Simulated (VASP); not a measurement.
SiC (Moissanite 3C): single point with r2SCAN

The system is SiC (Moissanite 3C).

```
Si C
1.0
     0.00000    2.08728    2.08728
     2.08728    0.00000    2.08728
     2.08728    2.08728    0.00000
Si C
1 1
Direct
  0.00000 0.00000 0.00000
  0.25000 0.25000 0.25000
```

This cell differs from its parent crystal: volume scaled by 0.880.

- Program: VASP 6.6.1
- Task: single point
- Functional: r2SCAN
- Potentials or basis: VASP PAW PBE potentials, release 64 (Si, C)
- Cutoff: 520 eV
- k mesh: 10 × 10 × 10
- Occupations: gaussian, width 0.05 eV
- Spin: no spin polarisation

```json
{"Pressure": "36.8 GPa", "Band gap on the k mesh": "1.63 eV, indirect (least direct gap 5.21 eV)"}
```

Levels at points of the mesh, in eV from the valence-band top:
| k point | band 2 | band 3 | band 4 | band 5 | band 6 | band 7 |
| --- | --- | --- | --- | --- | --- | --- |
| (0.00, 0.00, 0.00) | 0.00 | 0.00 | 0.00 | 8.48 | 8.88 | 8.88 |
| (0.50, 0.00, 0.00) | -9.56 | -1.13 | -1.13 | 7.29 | 8.34 | 8.34 |
| (0.50, 0.50, 0.00) | -8.49 | -3.58 | -3.58 | 1.63 | 5.36 | 16.79 |

Run time: 17 s on 1 thread of Intel(R) Xeon(R) 6975P-C (Granite Rapids), on a shared host, peak memory 0.14 GiB.

Caveat: the PAW data sets were made with another functional, which shifts forces and pressure a little. A k mesh can miss the band edges.
